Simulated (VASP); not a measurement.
Crystal: C.

```
C
1.0
     2.47000    0.00000    0.00000
    -1.23500    2.13908    0.00000
     0.00000    0.00000    6.79000
C
4
Direct
  0.00000 0.00000 0.00000
  0.00000 0.00000 0.50000
  0.33333 0.66667 0.00500
  0.66667 0.33333 0.50500
```

Base run:

| Property | Result |
| --- | --- |
| Program | VASP 6.6.1 |
| Functional | PBEsol |
| Potentials or basis | VASP PAW PBE potentials, release 64 (C) |
| Cutoff | 520 eV |
| k mesh | 12 × 12 × 4 |
| Occupations | fermi-dirac, width 0.1 eV |
| Spin | no spin polarisation |

Its results: band gap on the k mesh zero (band 8 reaches 4.45 eV, above the bottom of band 9 at 4.43 eV); pressure -2.8 GPa; largest force 0.569 eV/Å.

Question: The run is repeated on the same cell with these changes: functional from PBEsol to revPBE; further incar settings from ALGO = Normal; EDIFF = 1e-06; NBANDS = 16 to ALGO = Normal; EDIFF = 1e-07; NBANDS = 16. What comes out?

Answer: Band gap on the k mesh zero (band 8 reaches 4.63 eV, above the bottom of band 9 at 4.62 eV); pressure 3.0 GPa; largest force 0.558 eV/Å.

Caveats: the PAW data sets were made with another functional, which shifts forces and pressure a little; this functional lacks dispersion, which binds the layers, so the pressure and a relaxed spacing across them are unreliable.
